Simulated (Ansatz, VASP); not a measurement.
## Ti: VASP beside Ansatz

Contents of INCAR:

```
SYSTEM = Ti
PREC = Accurate
ENCUT = 520
EDIFF = 1E-6
ISMEAR = -1
SIGMA = 0.05
LREAL = .FALSE.
LASPH = .TRUE.
NELM = 100
ALGO = Normal
ISIF = 2
LWAVE = .FALSE.
LCHARG = .TRUE.
GGA = PE
LELF = .TRUE.
LVHAR = .TRUE.
NBANDS = 12
```

Contents of KPOINTS:

```
regular mesh
0
G
  14 14 14
  0 0 0
```

File POSCAR:

```
Ti
1.0
    2.2259353466      0.0000000000      0.0000000000
    0.0000000000      2.2259353466      0.0000000000
    0.0000000000      0.0000000000      2.2259353466
Ti
1
Direct
    0.0000000000      0.0000000000      0.0000000000
```

Input for Ansatz:

```yaml
crystal:
  lattice:
    - [2.2259353466, 0.0, 0.0]
    - [0.0, 2.2259353466, 0.0]
    - [0.0, 0.0, 2.2259353466]
  atoms:
    - { symbol: Ti, position: [0.0, 0.0, 0.0] }
kpoints:
  mp_grid: { grid: [14, 14, 14] }
scf:
  occupations: { method: fermi_dirac, width: 0.05 }
hamiltonian:
  xc: pbe
  pseudopotentials: { kind: all_electron, lapw: { basis_error: 0.001 } }
output:
  forces: true
  stress: true
  eigenvalues: true
  populations: true
```

Change from the starting cell: volume scaled by 0.6, LAPW.

Alike in both runs: task single point; functional PBE; k mesh 14 × 14 × 14; occupations fermi-dirac, width 0.05 eV; no spin polarisation.

```csv
,VASP,Ansatz
version,VASP 6.6.1,Ansatz 0.2.0
potentials or method,"VASP PAW PBE potentials, release 64 (Ti_sv), cutoff 520 eV","all-electron LAPW, scalar-relativistic"
```

|  | VASP | Ansatz | Ansatz less VASP |
| --- | --- | --- | --- |
| pressure (GPa) | 96.8 | 95.3 | -1.47 |

Both programs put the cell under a high pressure, so it lies far from rest at this level. Ansatz ran all-electron here, and VASP with PAW potentials.

Noted on VASP's run: the cell as given lies far from equilibrium.
